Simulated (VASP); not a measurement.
A run of VASP 6.6.1 is set up as follows.

INCAR

```
SYSTEM = Si
ALGO = Normal ; EDIFF = 1E-6
ENCUT = 520 ; GGA = RE
ISIF = 2 ; ISMEAR = -1
LASPH = .True. ; LCHARG = .True.
LELF = .True. ; LREAL = .False.
LVHAR = .True. ; LWAVE = .False.
NBANDS = 8 ; NELM = 100
PREC = Accurate ; SIGMA = 0.1
```

The input KPOINTS:

```
k-points
0
Gamma
  16 16 16
  0 0 0
```

The input POSCAR:

```
Si
1.0
   -1.5652772977      1.5652772977      1.5652772977
    1.5652772977     -1.5652772977      1.5652772977
    1.5652772977      1.5652772977     -1.5652772977
Si
1
Direct
    0.0000000000      0.0000000000      0.0000000000
```

Potentials or basis: VASP PAW PBE potentials, release 64 (Si).

Launch:

```sh
$ cat potpaw_PBE.64/Si/POTCAR > POTCAR
$ mpirun -np 1 vasp_std > vasp.out
```

**Question.** What does it give for the pressure?

**Answer.** -3.4 GPa.

**Question.** What does it give for the band gap on the k mesh?

**Answer.** Zero (band 2 reaches 20.21 eV, above the bottom of band 3 at 5.55 eV).

Caveat: the PAW data sets were made with another functional, which shifts forces and pressure a little.
